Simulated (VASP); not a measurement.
# Al9O in VASP: notebook

Runs on Al9O. Level: PBE. Tasks: single point.

Everything below comes from runs of VASP 6.6.1. Logs are shortened: lines on timing, memory, paths and dates and some standing lists are left out, and cuts for length are marked.

## 1. The cell of the first run

The cell holds a slab with vacuum, 10 atoms: a = 2.854 Å, b = 9.808 Å, c = 20.290 Å, α = 90.00°, β = 90.00°, γ = 98.37°.

## 2. Single point, PBE

Contents of INCAR:

```
PREC     = Accurate       # precision mode
ENCUT    = 520            # plane-wave cutoff, eV
EDIFF    = 1E-6           # SCF threshold, eV
ISMEAR   = 0              # smearing method
SIGMA    = 0.1            # smearing width, eV
LREAL    = F              # projectors in reciprocal space
LASPH    = T              # aspherical terms in the spheres
NELM     = 60             # most SCF steps
ALGO     = Normal         # electronic algorithm
ISIF     = 2              # what is computed and relaxed
LWAVE    = F              # write WAVECAR
LCHARG   = F              # write CHGCAR
LDIPOL   = T            
IDIPOL   = 3            
DIPOL    = 0.5 0.5 0.333
GGA      = PE             # functional
NBANDS   = 28             # bands
```

Contents of KPOINTS:

```
Automatic mesh
0
Gamma
  9 3 1
```

Contents of POSCAR:

```
Al9O
1.0
    2.8543223330      0.0000000000      0.0000000000
   -1.4271611665      9.7033329366      0.0000000000
    0.0000000000      0.0000000000     20.2902708969
Al O
9 1
Direct
    0.5324485604      0.0648971207      0.1971388169
    0.6709687938      0.3419375876      0.2462255645
    0.2986728405      0.5973456810      0.2560429140
    0.9263768872      0.8527537744      0.2658602636
    0.0639738222      0.1277383808      0.3154281718
    0.1995905480      0.4042696935      0.3707822583
    0.8288544886      0.6597110299      0.3785032288
    0.4526361687      0.9111292155      0.3874342692
    0.9794476839      0.1223391444      0.4587765650
    0.8425232094      0.9314597089      0.4534425504
```

Potentials or basis: VASP PAW PBE potentials, release 64 (Al, O).

Command:

```sh
$ cat potpaw_PBE.64/Al/POTCAR potpaw_PBE.64/O/POTCAR > POTCAR
$ mpirun -np 1 vasp_std > vasp.out
```

OUTCAR:

```text
PREC = Accurate
   ENCUT = 520
   EDIFF = 1E-6
   ISMEAR = 0
   LREAL = F
   LASPH = T
   NELM = 60
   ISIF = 2
   GGA = PE

 ion  position               nearest neighbor table
   1  0.532  0.065  0.197-   5 2.86   5 2.86   2 2.87   4 2.87   4 2.87
   2  0.671  0.342  0.246-   1 2.87   3 2.87   3 2.87   5 2.89   5 2.89   6 2.96   6 2.97
   3  0.299  0.597  0.256-   2 2.87   2 2.87   4 2.87   4 2.87   7 2.93   7 2.93   6 2.99
   4  0.926  0.853  0.266-   5 2.85   3 2.87   3 2.87   1 2.87   1 2.87   8 2.90   8 2.91   7 2.96

   5  0.064  0.128  0.315-   4 2.85   1 2.86   1 2.86   2 2.89   2 2.89   6 2.91   9 2.92   8 2.93
                             8 2.93
   6  0.200  0.404  0.371-   7 2.86   7 2.87   5 2.91   2 2.96   2 2.97   3 2.99   9 3.27
   7  0.829  0.660  0.379-   8 2.83   8 2.83   6 2.86   6 2.87   3 2.93   3 2.93   4 2.96
   8  0.453  0.911  0.387-  10 1.73  10 2.23   9 2.78   7 2.83   7 2.83   4 2.90   4 2.91   5 2.93
                             5 2.93   9 3.00
   9  0.979  0.122  0.459-  10 1.86   8 2.78   5 2.92   8 3.00   6 3.27
  10  0.843  0.931  0.453-   8 1.73   9 1.86   8 2.23

  LATTYP: Found a base centered orthorhombic cell.
 ALAT       =     2.8543223330
 B/A-ratio  =     6.7990449603
 C/A-ratio  =     7.1086123183

  Lattice vectors:

 A1 = (   1.4271611665,  -9.7033329366,   0.0000000000)
 A2 = (   1.4271611665,   9.7033329366,   0.0000000000)
 A3 = (   0.0000000000,   0.0000000000,  20.2902708969)

Analysis of symmetry for initial positions (statically):
=====================================================================
 Subroutine PRICEL returns:
 Original cell was already a primitive cell.

 Routine SETGRP: Setting up the symmetry group for a
 base centered orthorhombic supercell.

 Subroutine GETGRP returns: Found  1 space group operations
 (whereof  1 operations were pure point group operations)
 out of a pool of  8 trial point group operations.

The static configuration has the point symmetry C_1 .

Analysis of symmetry for dynamics (positions and initial velocities):
=====================================================================
 Subroutine PRICEL returns:
 Original cell was already a primitive cell.

 Routine SETGRP: Setting up the symmetry group for a
 base centered orthorhombic supercell.

 Subroutine GETGRP returns: Found  1 space group operations
[... 143 lines left out ...]
   EMIN   =  10.00;   EMAX   =-10.00  energy-range for DOS
   EFERMI =   0.00;   METHOD = LEGACY
   ISMEAR =     0;   SIGMA  =   0.10  broadening in eV -4-tet -1-fermi 0-gaus
   EFERMI_NEDOS =   21; number of points for ismear=-14 and -15
   IALGO  =     38    algorithm
   IMIX   =      4    mixing-type and parameters
     AMIX     =   0.40;   BMIX     =  1.00
     AMIX_MAG =   1.60;   BMIX_MAG =  1.00
  volume/ion in A,a.u.               =      56.20       379.23
  Fermi-wavevector in a.u.,A,eV,Ry     =   0.636320  1.202470  5.509041  0.404903
  Thomas-Fermi vector in A             =   1.700950
   LORBIT       =      0    0 simple, 1 ext, 2 COOP (PROOUT), +10 PAW based schemes
   GGA     = PE    functional components
   LHFCALC =     F    Hartree Fock is set to
   AEXX    =    0.0000 exact exchange contribution
   IVDW    =     0    specifies the selected vdW correction
   LEPSILON=     F    determine dielectric tensor
   LRPA    =     F    only Hartree local field effects (RPA)
 non-spin polarized calculation
 Gauss-broadening in eV      SIGMA  =   0.10
  energy-cutoff  :      520.00
  volume of cell :      561.97
 maximum number of plane-waves:     15174
 NGX is ok and might be reduce to    24
   NGX = 11   NGY = 37   NGZ = 75

 dipolmoment           0.000000      0.000000     -0.051121 electrons x Angstroem

 number of electron      32.9999999 magnetization

 dipolmoment           0.000000      0.000000      0.030259 electrons x Angstroem

 Free energy of the ion-electron system (eV)
  ---------------------------------------------------
  ext. energy  EPLUGINS =         0.00000000
  ---------------------------------------------------
  free energy    TOTEN  =       -38.95359864 eV

  energy without entropy =      -38.94349028  energy(sigma->0) =      -38.94854446

 E-fermi :  -0.9229     XC(G=0):  -3.8271

 val. band max:       -1.0272145227   @ k =   0.4444   0.3333   0.0000
 cond. band min:      -0.8511237994   @ k =  -0.3333   0.3333   0.0000
 fundamental gap:      0.1760907233
 Fermi energy:        -0.9228949598

 k-point     1 :       0.0000    0.0000    0.0000
  band No.  band energies     occupation
      1     -20.4272      2.00000
      2     -10.6741      2.00000
      3      -9.3114      2.00000
      4      -9.1289      2.00000
      5      -8.0878      2.00000
      6      -7.7138      2.00000
[... 423 lines left out ...]
     27       3.6466      0.00000
     28       3.8256      0.00000

------------------------ aborting loop because EDIFF is reached ----------------------------------------

 vacuum level on the upper side and lower side of the slab       (xc-potential included)         0.008        -0.178

  FORCE on cell =-STRESS in cart. coord.  units (eV):
  Direction    XX          YY          ZZ          XY          YZ          ZX
  --------------------------------------------------------------------------------------
  -------------------------------------------------------------------------------------
  Total       -6.2275326     -5.0364836     -0.3680841      1.2376217      1.0287264      1.7750900
  in kB      -17.7547595    -14.3590666     -1.0494115      3.5284722      2.9329095      5.0607999
  external PRESSURE =     -11.0544126 kB  Pullay stress =       0.0000000 kB

 VOLUME and BASIS-vectors are now :
 -----------------------------------------------------------------------------
  energy-cutoff  :      520.00
  volume of cell :      561.97
      direct lattice vectors                 reciprocal lattice vectors
     2.854322333  0.000000000  0.000000000     0.350345856  0.051528686  0.000000000
    -1.427161166  9.703332937  0.000000000     0.000000000  0.103057373  0.000000000
     0.000000000  0.000000000 20.290270897     0.000000000  0.000000000  0.049284704

 POSITION                                       TOTAL-FORCE (eV/Angst)
 -----------------------------------------------------------------------------------
      1.42716      0.62972      4.00000         0.019865      0.164257     -0.033979
      1.42716      3.31793      4.99598        -0.037451      0.058256     -0.001517
     -0.00000      5.79624      5.19518        -0.028746     -0.179753      0.055303
      1.42716      8.27455      5.39438         0.039762     -0.142119      0.048940
      0.00030      1.23949      6.40012         0.084560      0.163278      0.200255
     -0.00726      3.92276      7.52327         0.001061      0.042662     -0.046816
      1.42430      6.40140      7.67993         0.035609     -0.488889     -0.184562
     -0.00836      8.84099      7.86115        -1.530296     -0.487411     -0.063965
      2.62106      1.18710      9.30870         0.002207     -0.002446      0.001702
      1.07549      9.03826      9.20047         1.413429      0.872164      0.024640
 -----------------------------------------------------------------------------------
    total drift:                                0.000012      0.000064     -0.000166

  FREE ENERGIE OF THE ION-ELECTRON SYSTEM (eV)
  ---------------------------------------------------
  free  energy   TOTEN  =       -38.9535986396 eV

  energy  without entropy=      -38.9434902770  energy(sigma->0) =      -38.94854446

 vacuum level on the upper side and lower side of the slab         3.451         3.254
```

It took 4.1 min on 1 thread of Intel Xeon 6975P-C (Granite Rapids), shared host; peak memory 0.67 GiB.

Results:

| Property | Result |
| --- | --- |
| Free energy | -38.9536 eV |
| Largest force | 1.661 eV/Å |

Forces on the atoms (eV/Å):
```
Al   0.020  0.164 -0.034
Al  -0.037  0.058 -0.002
Al  -0.029 -0.180  0.055
Al   0.040 -0.142  0.049
Al   0.085  0.163  0.200
Al   0.001  0.043 -0.047
Al   0.036 -0.489 -0.185
Al  -1.530 -0.487 -0.064
Al   0.002 -0.002  0.002
O    1.413  0.872  0.025
```

Levels at points of the mesh, in eV from the Fermi level:
```tsv
k point	band 14	band 15	band 16	band 17	band 18	band 19
(0.00, 0.00, 0.00)	-1.75	-1.47	-1.45	-0.43	0.25	1.56
```

Caveat: an odd number of electrons without spin polarisation forces a metal; a magnetic or distorted state may lie lower.

## 3. Single point, PBE

INCAR, as its differences from that of step 2:

```diff
@@ -2,3 +2,3 @@
 ENCUT    = 520            # plane-wave cutoff, eV
-EDIFF    = 1E-6           # SCF threshold, eV
+EDIFF    = 1E-7           # SCF threshold, eV
 ISMEAR   = 0              # smearing method
@@ -7,3 +7,3 @@
 LASPH    = T              # aspherical terms in the spheres
-NELM     = 60             # most SCF steps
+NELM     = 80             # most SCF steps
 ALGO     = Normal         # electronic algorithm
@@ -14,3 +14,3 @@
 IDIPOL   = 3            
-DIPOL    = 0.5 0.5 0.333
+DIPOL    = 0.5 0.5 0.341
 GGA      = PE             # functional
```

Contents of KPOINTS:

```
regular mesh
0
Gamma
  9 3 1
```

POSCAR, as its differences from that of step 2:

```diff
@@ -16,3 +16,3 @@
     0.4526361687      0.9111292155      0.3874342692
-    0.9794476839      0.1223391444      0.4587765650
-    0.8425232094      0.9314597089      0.4534425504
+    0.3439405362      0.3965413274      0.5370456765
+    1.3425232094      0.4314597089      0.4537477378
```

Potentials or basis: VASP PAW PBE potentials, release 64 (Al, O).

Command:

```sh
$ cat potpaw_PBE.64/Al/POTCAR potpaw_PBE.64/O/POTCAR > POTCAR
$ mpirun -np 1 vasp_std > vasp.out
```

Wall time 15 min (1 thread of AMD EPYC 7R13, shared host); peak memory 0.68 GiB.

The run converged. Its results:

| Item | Value |
| --- | --- |
| Free energy | -38.1348 eV |
| Largest force | 0.545 eV/Å |

Forces on the atoms (eV/Å):
```
Al   0.013  0.172  0.043
Al   0.008  0.110  0.148
Al   0.003 -0.112  0.138
Al  -0.003 -0.260 -0.128
Al  -0.018  0.022  0.544
Al  -0.037  0.002 -0.356
Al  -0.048  0.300 -0.261
Al   0.009  0.103 -0.147
Al   0.003 -0.002  0.029
O    0.070 -0.335 -0.010
```

Levels at points of the mesh, in eV from the Fermi level:
```tsv
k point	band 15	band 16	band 17	band 18	band 19	band 20
(0.00, 0.00, 0.00)	-1.71	-0.78	-0.53	0.17	0.75	1.19
```

Caveat: an odd number of electrons without spin polarisation forces a metal; a magnetic or distorted state may lie lower.

## 4. Single point, PBE

Contents of INCAR:

```
SYSTEM = Al9O
PREC     = Accurate       ! precision mode
ENCUT    = 520            ! plane-wave cutoff, eV
EDIFF    = 1E-7           ! SCF threshold, eV
ISMEAR   = 0              ! smearing method
SIGMA    = 0.1            ! smearing width, eV
LREAL    = .FALSE.        ! projectors in reciprocal space
LASPH    = .TRUE.         ! aspherical terms in the spheres
NELM     = 60             ! most SCF steps
ALGO     = Normal         ! electronic algorithm
ISIF     = 2              ! what is computed and relaxed
LWAVE    = .FALSE.        ! write WAVECAR
LCHARG   = .TRUE.         ! write CHGCAR
LDIPOL   = .TRUE.       
IDIPOL   = 3            
DIPOL    = 0.5 0.5 0.343
GGA      = PE             ! functional
LELF     = .TRUE.         ! ELF
LVHAR    = .TRUE.       
LVACPOTAV= .TRUE.       
NBANDS   = 28             ! bands
```

Contents of KPOINTS:

```
Automatic mesh
0
G
  9 3 1
  0 0 0
```

POSCAR, as its differences from that of step 3:

```diff
@@ -16,3 +16,3 @@
     0.4526361687      0.9111292155      0.3874342692
-    0.3439405362      0.3965413274      0.5370456765
-    1.3425232094      0.4314597089      0.4537477378
+   -0.1486557689     -0.0535837817      0.5351673258
+    1.3425232094      0.9314597089      0.4783056863
```

Command:

```sh
$ cat potpaw_PBE.64/Al/POTCAR potpaw_PBE.64/O/POTCAR > POTCAR
$ mpirun -np 1 vasp_std > vasp.out
```

Run time: 16 min. Hardware: 1 thread of AMD EPYC 7R13, shared host; peak memory 0.66 GiB.

It converged, with:

```yaml
Free_energy: -38.9334 eV
Largest_force: 0.580 eV/Å
```

Forces in eV/Å, atoms in the order of the input:
```
Al   0.005  0.055 -0.002
Al  -0.006  0.162 -0.034
Al   0.013 -0.159  0.027
Al   0.021 -0.207 -0.206
Al  -0.040 -0.042  0.577
Al   0.014  0.132 -0.153
Al  -0.038 -0.338 -0.169
Al  -0.375  0.170 -0.032
Al   0.004  0.001  0.007
O    0.404  0.227 -0.015
```

Levels at points of the mesh, in eV from the Fermi level:
| k point | band 13 | band 14 | band 15 | band 16 | band 17 | band 18 | band 19 | band 20 | band 21 | band 22 |
| --- | --- | --- | --- | --- | --- | --- | --- | --- | --- | --- |
| (0.00, 0.00, 0.00) | -2.75 | -1.95 | -1.79 | -1.49 | -0.36 | 0.36 | 1.24 | 1.42 | 1.94 | 2.36 |

Caveat: an odd number of electrons without spin polarisation forces a metal; a magnetic or distorted state may lie lower.
